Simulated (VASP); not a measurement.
Crystal: Si.

```
Si
1.0
     0.08139    2.72212    2.72212
     2.72212    0.08139    2.72212
     2.80351    2.80351    0.00000
Si
2
Direct
  0.24625 0.24625 0.25375
  0.00375 0.00375 0.99625
```

This cell differs from its parent crystal: shear xy strain +6.0%.

Base run:

| Property | Result |
| --- | --- |
| Program | VASP 6.6.1 |
| Functional | PBE |
| Potentials or basis | VASP PAW PBE potentials, release 64 (Si) |
| Cutoff | 520 eV |
| k mesh | 8 × 8 × 8 |
| Occupations | fermi-dirac, width 0.02 eV |
| Spin | no spin polarisation |

Its results: band gap on the k mesh 0.01 eV, indirect (least direct gap 1.94 eV); pressure 1.3 GPa; largest force 0.037 eV/Å.

Q: The run is repeated on the same cell with these changes: functional from PBE to r2SCAN; further incar settings from ALGO = Normal; EDIFF = 1e-06; NBANDS = 11 to ALGO = Normal; EDIFF = 1e-07; NBANDS = 11. What comes out?

A: Band gap on the k mesh 0.18 eV, indirect (least direct gap 2.12 eV); pressure -0.1 GPa; largest force 0.005 eV/Å.

Caveats: the PAW data sets were made with another functional, which shifts forces and pressure a little (some runs).

A k mesh can miss the band edges.
